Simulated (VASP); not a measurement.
# BaCr2 (P4/nmm) in VASP: single point with PBE

Aim: the single point of BaCr2 with PBE.

Program: VASP 6.6.1. These are calculated values, not measurements. Logs are shortened: lines on timing, memory, paths and dates and some standing lists are left out, and cuts for length are marked.

## 1. The cell of the first run

Symmetry: P4/nmm, No. 129, tetragonal system. The conventional cell has a = 4.296 Å, b = 4.296 Å, c = 9.196 Å, α = 90.00°, β = 90.00°, γ = 90.00°. Ba (site symmetry 4mm) has 9 Cr at 3.46 to 3.86 Å and 8 Ba at 4.30 to 4.76 Å within 4.8 Å. Within 3.2 Å of Cr (site symmetry -4m2) lie 8 Cr at 2.41 to 3.04 Å. Within 3.2 Å of Cr (site symmetry 4mm) lie 4 Cr at 2.41 Å.

## 2. Single point, PBE, collinear spin, ferrimagnetic start

The input, INCAR:

```
PREC = Accurate ; ENCUT = 520
EDIFF = 1E-7 ; ISMEAR = 0
SIGMA = 0.1 ; LREAL = F
LASPH = T ; NELM = 150
ALGO = Fast ; ISIF = 2
LWAVE = F ; LCHARG = F
ISPIN = 2 ; MAGMOM = 0 0 -3.06 -3.06 3.27 3.27
LORBIT = 11 ; LMAXMIX = 4
GGA = PE ; NBANDS = 47
```

The input, KPOINTS:

```
regular mesh
0
Gamma
  4 4 4
```

The input, POSCAR:

```
BaCr2
1.0
    4.2957028310      0.0000000000      0.0000000000
    0.0000000000      4.2957028310      0.0000000000
    0.0000000000      0.0000000000      9.1955535524
Ba Cr
2 4
Direct
    0.0000000000      0.5000000000      0.6995147845
    0.5000000000      0.0000000000      0.3004852155
    0.0000000000      0.0000000000      0.0000000000
    0.5000000000      0.5000000000      0.0000000000
    0.0000000000      0.5000000000      0.1193065292
    0.5000000000      0.0000000000      0.8806934708
```

Potentials or basis: VASP PAW PBE potentials, release 64 (Ba_sv, Cr_pv).

Launch:

```console
$ cat potpaw_PBE.64/Ba_sv/POTCAR potpaw_PBE.64/Cr_pv/POTCAR > POTCAR
$ mpirun -np 1 vasp_std > vasp.out
```

OUTCAR:

```text
PREC = Accurate
   ENCUT = 520
   EDIFF = 1E-7
   ISMEAR = 0
   LREAL = F
   LASPH = T
   NELM = 150
   ISIF = 2
   ISPIN = 2
   LORBIT = 11
   GGA = PE

 ion  position               nearest neighbor table
   1  0.000  0.500  0.700-   6 3.46   6 3.46   6 3.46   6 3.46   4 3.50   4 3.50   3 3.50   3 3.50
                             5 3.86
   2  0.500  0.000  0.300-   5 3.46   5 3.46   5 3.46   5 3.46   4 3.50   3 3.50   3 3.50   4 3.50
                             6 3.86
   3  0.000  0.000  0.000-   5 2.41   6 2.41   5 2.41   6 2.41   4 3.04   4 3.04   4 3.04   4 3.04
                             2 3.50   1 3.50   2 3.50   1 3.50
   4  0.500  0.500  0.000-   5 2.41   6 2.41   6 2.41   5 2.41   3 3.04   3 3.04   3 3.04   3 3.04
                             1 3.50   2 3.50   2 3.50   1 3.50
   5  0.000  0.500  0.119-   3 2.41   4 2.41   3 2.41   4 2.41   2 3.46   2 3.46   2 3.46   2 3.46
                             1 3.86
   6  0.500  0.000  0.881-   3 2.41   4 2.41   4 2.41   3 2.41   1 3.46   1 3.46   1 3.46   1 3.46
                             2 3.86

  LATTYP: Found a simple tetragonal cell.
 ALAT       =     4.2957028310
 C/A-ratio  =     2.1406400569

  Lattice vectors:

 A1 = (   4.2957028310,   0.0000000000,   0.0000000000)
 A2 = (   0.0000000000,   4.2957028310,   0.0000000000)
 A3 = (   0.0000000000,   0.0000000000,   9.1955535524)

Analysis of symmetry for initial positions (statically):
=====================================================================
 Subroutine PRICEL returns:
 Original cell was already a primitive cell.

 Routine SETGRP: Setting up the symmetry group for a
 simple tetragonal supercell.

 Subroutine GETGRP returns: Found 16 space group operations
 (whereof  8 operations were pure point group operations)
 out of a pool of 16 trial point group operations.

The static configuration has the point symmetry D_2d.
 The point group associated with its full space group is D_4h.

Analysis of symmetry for dynamics (positions and initial velocities):
=====================================================================
 Subroutine PRICEL returns:
 Original cell was already a primitive cell.

 Routine SETGRP: Setting up the symmetry group for a
 simple tetragonal supercell.

 Subroutine GETGRP returns: Found 16 space group operations
 (whereof  8 operations were pure point group operations)
 out of a pool of 16 trial point group operations.

The dynamic configuration has the point symmetry D_2d.
 The point group associated with its full space group is D_4h.

Analysis of structural, dynamic, and magnetic symmetry:
=====================================================================
 Subroutine PRICEL returns:
 Original cell was already a primitive cell.
[... 151 lines left out ...]

 Free energy of the ion-electron system (eV)
  ---------------------------------------------------
  ext. energy  EPLUGINS =         0.00000000
  ---------------------------------------------------
  free energy    TOTEN  =       -38.48014519 eV

  energy without entropy =      -38.45248376  energy(sigma->0) =      -38.46631447

 E-fermi :   4.0781     XC(G=0):  -9.2652

 val. band max:        4.0770540449   @ k =   0.0000   0.0000   0.0000
 cond. band min:       4.0800802009   @ k =   0.2500   0.0000   0.2500
 fundamental gap:      0.0030261560
 Fermi energy:         4.0780508204

 spin component 1

 k-point     1 :       0.0000    0.0000    0.0000
  band No.  band energies     occupation
      1     -39.7230      1.00000
      2     -39.7229      1.00000
      3     -39.6852      1.00000
      4     -39.6852      1.00000
      5     -39.6603      1.00000
      6     -39.6603      1.00000
[... 871 lines left out ...]
     45       6.7851      0.00000
     46       6.7878      0.00000
 Fermi energy:         4.0780508204

 spin component 2

 k-point     1 :       0.0000    0.0000    0.0000
  band No.  band energies     occupation
      1     -39.7257      1.00000
      2     -39.7257      1.00000
      3     -39.6758      1.00000
      4     -39.6592      1.00000
      5     -39.6340      1.00000
      6     -39.6340      1.00000
[... 871 lines left out ...]
     45       6.4711      0.00000
     46       6.4714      0.00000
 [bands above 46 left out]

------------------------ aborting loop because EDIFF is reached ----------------------------------------

  FORCE on cell =-STRESS in cart. coord.  units (eV):
  Direction    XX          YY          ZZ          XY          YZ          ZX
  --------------------------------------------------------------------------------------
  -------------------------------------------------------------------------------------
  Total        0.4387803      0.4387803      0.5850795      0.0000000      0.0000000      0.0000000
  in kB        4.1429661      4.1429661      5.5243234      0.0000000      0.0000000      0.0000000
  external PRESSURE =       4.6034185 kB  Pullay stress =       0.0000000 kB

 VOLUME and BASIS-vectors are now :
 -----------------------------------------------------------------------------
  energy-cutoff  :      520.00
  volume of cell :      169.69
      direct lattice vectors                 reciprocal lattice vectors
     4.295702831  0.000000000  0.000000000     0.232790777  0.000000000  0.000000000
     0.000000000  4.295702831  0.000000000     0.000000000  0.232790777  0.000000000
     0.000000000  0.000000000  9.195553552     0.000000000  0.000000000  0.108748211

 POSITION                                       TOTAL-FORCE (eV/Angst)
 -----------------------------------------------------------------------------------
      0.00000      2.14785      6.43243        -0.000000     -0.000000     -0.095319
      2.14785      0.00000      2.76313        -0.000000      0.000000      0.095319
      0.00000      0.00000      0.00000        -0.000000     -0.000000      0.000000
      2.14785      2.14785      0.00000        -0.000000      0.000000      0.000000
      0.00000      2.14785      1.09709        -0.000000      0.000000     -0.005743
      2.14785      0.00000      8.09846         0.000000      0.000000      0.005743
 -----------------------------------------------------------------------------------
    total drift:                                0.000000     -0.000000      0.000000

  FREE ENERGIE OF THE ION-ELECTRON SYSTEM (eV)
  ---------------------------------------------------
  free  energy   TOTEN  =       -38.4801451874 eV

  energy  without entropy=      -38.4524837602  energy(sigma->0) =      -38.46631447

 total charge

# of ion       s       p       d       tot
------------------------------------------
    1        2.055   5.549   0.363   7.967
    2        2.055   5.549   0.363   7.967
    3        0.412   6.228   4.192  10.832
    4        0.412   6.228   4.192  10.832
    5        0.441   6.180   4.234  10.856
    6        0.441   6.180   4.234  10.856
--------------------------------------------------
tot          5.817  35.914  17.579  59.310

 magnetization (x)

# of ion       s       p       d       tot
------------------------------------------
    1       -0.001   0.007   0.008   0.014
    2       -0.001   0.007   0.008   0.014
    3       -0.023  -0.009  -2.333  -2.365
    4       -0.023  -0.009  -2.333  -2.365
    5        0.060   0.001   2.657   2.717
    6        0.060   0.001   2.657   2.717
--------------------------------------------------
tot          0.072  -0.002   0.663   0.733
```

OSZICAR:

```text
N       E                     dE             d eps       ncg     rms          rms(c)
DAV:   1     0.795358023884E+03    0.79536E+03   -0.35447E+04  3648   0.141E+03
DAV:   2     0.151810383351E+02   -0.78018E+03   -0.75284E+03  3854   0.427E+02
DAV:   3    -0.395522369285E+02   -0.54733E+02   -0.53040E+02  4756   0.120E+02
[... 13 lines left out ...]
RMM:  17    -0.384801405411E+02   -0.56126E-05   -0.57487E-05  5554   0.212E-02    0.873E-03
RMM:  18    -0.384801432783E+02   -0.27372E-05   -0.21466E-05  5325   0.121E-02    0.463E-03
RMM:  19    -0.384801444867E+02   -0.12084E-05   -0.96211E-06  5044   0.753E-03    0.269E-03
RMM:  20    -0.384801448709E+02   -0.38417E-06   -0.33503E-06  4595   0.453E-03    0.129E-03
RMM:  21    -0.384801450880E+02   -0.21714E-06   -0.13106E-06  4061   0.290E-03    0.777E-04
RMM:  22    -0.384801451874E+02   -0.99445E-07   -0.56476E-07  3445   0.190E-03
   1 F= -.38480145E+02 E0= -.38466314E+02  d E =-.276614E-01  mag=     0.9516
```

stdout:

```text
POSCAR found type information on POSCAR BaCr
 POSCAR found :  2 types and       6 ions
 scaLAPACK will be used
 LDA part: xc-table for (Slater+PW92), standard interpolation
 POSCAR, INCAR and KPOINTS ok, starting setup
 FFT: planning ... GRIDC
 FFT: planning ... GRID_SOFT
 FFT: planning ... GRID
 WAVECAR not read
 entering main loop
WARNING in EDDRMM: call to ZHEGV failed, returncode =   8  4     22
WARNING in EDDRMM: call to ZHEGV failed, returncode =   6  3     33
WARNING in EDDRMM: call to ZHEGV failed, returncode =   6  3     22
 num prob  num prob  num prob  num prob  num prob  num prob  num prob  num prob  num prob  num prob  num prob  num prob  num prob  num prob  num prob  num prob  num prob  num prob RMM:  22    -0.384801451874E+02   -0.99445E-07   -0.56476E-07  3445   0.190E-03
```

Wall time 8.6 min (1 thread of Intel Xeon 8259CL, shared host); peak memory 0.43 GiB.

Results:

| Quantity | Value |
| --- | --- |
| Free energy | -38.4801 eV |
| Pressure | 0.5 GPa |
| Largest force | 0.095 eV/Å |
| Net moment | 0.95 μB per cell |
| Site moments | Ba +0.01; Cr -2.37, +2.72 (each value once) μB |
| Valence electrons inside the program's atomic spheres | Ba 7.97; Cr 10.83, 10.86 (each value once) |

Forces in eV/Å, atoms in the order of the input:
```
Ba   0.000  0.000 -0.095
Ba   0.000  0.000  0.095
Cr   0.000  0.000  0.000
Cr   0.000  0.000  0.000
Cr   0.000  0.000 -0.006
Cr   0.000  0.000  0.006
```

Levels at points of the mesh, in eV from the Fermi level:
Spin up:
| k point | band 32 | band 33 | band 34 | band 35 | band 36 | band 37 |
| --- | --- | --- | --- | --- | --- | --- |
| (0.00, 0.00, 0.00) | -1.02 | -0.93 | -0.49 | -0.02 | -0.02 | 0.89 |
| (0.50, 0.00, 0.00) | -1.17 | -0.49 | -0.49 | 0.31 | 0.31 | 0.41 |
| (0.50, 0.50, 0.00) | -1.26 | -1.12 | -1.12 | 0.97 | 0.97 | 1.04 |
| (0.00, 0.00, 0.50) | -1.02 | -0.93 | -0.83 | -0.05 | -0.05 | 0.83 |
| (0.50, 0.00, 0.50) | -1.18 | -0.69 | -0.69 | 0.24 | 0.24 | 0.43 |
| (0.50, 0.50, 0.50) | -1.17 | -1.17 | -1.17 | 0.50 | 0.50 | 0.64 |
Spin down:
| k point | band 31 | band 32 | band 33 | band 34 | band 35 | band 36 |
| --- | --- | --- | --- | --- | --- | --- |
| (0.00, 0.00, 0.00) | -0.69 | -0.69 | 0.00 | 0.33 | 0.33 | 0.35 |
| (0.50, 0.00, 0.00) | -1.31 | -1.31 | -0.70 | -0.70 | 0.74 | 0.74 |
| (0.50, 0.50, 0.00) | -1.33 | -1.33 | 0.30 | 0.30 | 0.70 | 0.70 |
| (0.00, 0.00, 0.50) | -0.69 | -0.29 | -0.17 | 0.11 | 0.36 | 0.36 |
| (0.50, 0.00, 0.50) | -1.31 | -1.31 | -0.41 | -0.41 | 0.40 | 0.40 |
| (0.50, 0.50, 0.50) | -1.33 | -1.33 | -0.01 | -0.01 | 0.15 | 0.15 |

Caveat: the k points lie up to 0.37 Å⁻¹ apart; spin-orbit coupling is left out, which moves the levels of the heavy elements.
